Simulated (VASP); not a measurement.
## Ga2O3: relaxation of cell and atoms with PBE

The system is Ga2O3.

```
Ga O
1.0
     5.28705    0.00000    0.00000
    -2.64352    4.57872    0.00000
     0.00000    0.00000    2.65549
Ga O
2 3
Cartesian
  2.6435 1.5262 0.0000
  0.0000 3.0525 0.0000
  1.3218 2.2894 1.3277
  2.6435 0.0000 1.3277
  -1.3218 2.2894 1.3277
```

This cell differs from its parent crystal: atoms taken out.

```
Program                : VASP 6.6.1
Task                   : relaxation of cell and atoms
Functional             : PBE
Potentials or basis    : VASP PAW PBE potentials, release 64 (Ga_d, O)
Cutoff                 : 600 eV
k mesh                 : 6 × 6 × 10
Occupations            : gaussian, width 0.02 eV
Spin                   : no spin polarisation
Dipole correction      : no
Further INCAR settings : ALGO = Normal; EDIFF = 1e-06; IBRION = 2; EDIFFG = -0.01; NSW = 100; ISIF = 3
```

```json
{
 "Relaxed volume": "12.93 Å³/atom",
 "Relaxed cell": "a = 5.299 Å, b = 5.299 Å, c = 2.660 Å, α = 90.00°, β = 90.00°, γ = 120.00°",
 "Space group after relaxing (to 0.1 Å)": "P6/mmm (No. 191)",
 "Energy gained by relaxing": "0.2 meV/atom",
 "Ionic steps": "4",
 "Pressure after relaxing": "0.0 GPa",
 "Band gap on the k mesh": "1.02 eV"
}
```

Stress tensor (GPa, compression positive):
```
-0.06  0.00  0.00
 0.00 -0.06  0.00
 0.00  0.00  0.05
```

Step by step:
```csv
step,energy change (eV),largest force (eV/Å),pressure (GPa),volume (Å³)
1,0.0000,0.0000,0.91,64.28
2,-0.0002,0.0000,-0.71,64.96
3,-0.0010,0.0000,0.02,64.64
4,-0.0010,0.0000,-0.03,64.67
```

Final structure:
```cif
data_structure
_symmetry_space_group_name_H-M 'P 1'
_symmetry_Int_Tables_number 1
_cell_length_a 5.2986
_cell_length_b 5.2986
_cell_length_c 2.6597
_cell_angle_alpha 90.000
_cell_angle_beta 90.000
_cell_angle_gamma 120.000
_cell_volume 64.67
loop_
_atom_site_label
_atom_site_type_symbol
_atom_site_fract_x
_atom_site_fract_y
_atom_site_fract_z
_atom_site_occupancy
Ga1 Ga 0.66667 0.33333 0.00000 1
Ga2 Ga 0.33333 0.66667 0.00000 1
O1 O 0.50000 0.50000 0.50000 1
O2 O 0.50000 0.00000 0.50000 1
O3 O 0.00000 0.50000 0.50000 1
```

Levels at points of the mesh, in eV from the valence-band top:
```
           k point  band 20  band 21  band 22  band 23  band 24  band 25
(0.00, 0.00, 0.00)    -0.77    -0.77    -0.50     1.03     6.39     7.35
(0.50, 0.00, 0.00)    -1.28    -0.81    -0.77     3.37     5.22     7.62
(0.00, 0.00, 0.50)    -0.63    -0.63     0.00     1.02     6.82     6.82
(0.50, 0.00, 0.50)    -1.52    -1.27    -0.34     3.12     5.45     7.28
```

It took 3 min on 1 thread of Intel(R) Xeon(R) Platinum 8488C (Sapphire Rapids), on a shared host, peak memory 0.23 GiB.

Caveat: the cell differs from its parent crystal (atoms taken out). A k mesh can miss the band edges.
